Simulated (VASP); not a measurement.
Crystal: CdSe.

```xyz
2
Lattice="0.0833 3.0851 3.0851 3.0851 0.0833 3.0851 3.0851 3.0851 0.0833" Properties=species:S:1:pos:R:3 pbc="T T T"
Cd    0.0186    0.0186    0.0186
Se    1.5447    1.5447    1.5447
```

This cell differs from its parent crystal: epitaxial 111 strain -2.1%.

Base run:

| Property | Result |
| --- | --- |
| Program | VASP 6.6.1 |
| Functional | HSE06 |
| Potentials or basis | VASP PAW PBE potentials, release 64 (Cd, Se) |
| Cutoff | 520 eV |
| k mesh | 6 × 6 × 6 |
| Occupations | gaussian, width 0.01 eV |
| Spin | no spin polarisation |

Its results: band gap on the k mesh 1.46 eV; pressure 1.7 GPa; largest force 0.015 eV/Å.

**Question.** The run is repeated on the same cell with these changes: functional from HSE06 to r2SCAN; k mesh from 6 × 6 × 6 to 8 × 8 × 8. What comes out?

**Answer.** Band gap on the k mesh 0.99 eV; pressure 1.5 GPa; largest force 0.004 eV/Å.

Several settings changed at once.

Caveats: the PAW data sets were made with another functional, which shifts forces and pressure a little.

